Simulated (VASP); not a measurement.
Runs of VASP 6.6.1 on NbAs. Symmetry: I4_1md, No. 109, tetragonal system. Conventional cell: a = 3.452 Å, b = 3.452 Å, c = 11.680 Å, α = 90.00°, β = 90.00°, γ = 90.00°. Nb (site symmetry 2mm) has 6 As at 2.60 to 2.63 Å and 4 Nb at 3.39 Å within 3.4 Å. As (site symmetry 2mm) has 6 Nb at 2.60 to 2.63 Å and 4 As at 3.39 Å within 3.4 Å. 

| level | potentials or basis | U | k mesh | smearing | LDAUTYPE | hund's J | gap on the mesh (eV) | pressure (GPa) | largest force (eV/Å) |
| --- | --- | --- | --- | --- | --- | --- | --- | --- | --- |
| PBE | VASP PAW PBE potentials, release 64 (Nb_sv, As) | - | 3 × 3 × 3 | tetrahedron | - | - | 0.36 | 4.2 | 0.31 |
| PBE | VASP PAW PBE potentials, release 64 (Nb_sv, As) | - | 4 × 4 × 5 | gaussian 0.1 eV | - | - | - | 3.2 | 0.31 |
| PBE+U | VASP PAW PBE potentials, release 64 (Nb_sv, As) | Nb d U = 4.5 eV, J = 1.0 eV | 2 × 2 × 3 | gaussian 0.1 eV | 1 | 1 | 0.24 | 7.3 | 0.48 |
| LDA | VASP PAW LDA potentials, release 64 (Nb_sv, As) | - | 2 × 2 × 2 | fermi-dirac 0.025 eV | - | - | 0.03 | -2.0 | 0.05 |
| PBE | VASP PAW PBE potentials, release 64 (Nb_sv, As) | - | 1 × 6 × 3 | methfessel-paxton 0.272114 eV | - | - | (a) | 4.3 | 0.47 |
| PBE+U | VASP PAW PBE potentials, release 64 (Nb_sv, As) | Nb d U = 4.3 eV, J = 0.52 eV | 7 × 4 × 1 | gaussian 0.1 eV | 1 | 0.52 | 0.30 | 8.9 | (b) |
| PBE | VASP PAW PBE potentials, release 64 (Nb_sv, As) | - | 6 × 6 × 6 | gaussian 0.1 eV | - | - | 0.05 | 3.4 | 0.29 |
| PBE | VASP PAW PBE potentials, release 64 (Nb_sv, As) | - | 2 × 2 × 2 | gaussian 0.1 eV | - | - | 0.04 | 6.5 | 0.06 |
| PBE | VASP PAW PBE potentials, release 64 (Nb_sv, As) | - | 4 × 4 × 4 | gaussian 0.1 eV | - | - | - | 3.7 | 0.29 |
| revPBE | VASP PAW PBE potentials, release 64 (Nb_sv, As) | - | 2 × 2 × 2 | gaussian 0.1 eV | - | - | 0.04 | 8.4 | 0.06 |

Alike in all rows: task single point; no spin polarisation; cell as given; cutoff (eV) 500.

Problem. Estimate the missing entries.

Solution. (a) 0.12; (b) 0.53.

Caveats: all runs use coarse meshes; the U is typed as a test and isn't derived for this compound (some runs); the PAW data sets were made with another functional, which shifts forces and pressure a little (some runs).

A k mesh can miss the band edges, and the runs leave out spin-orbit coupling on As, Nb.
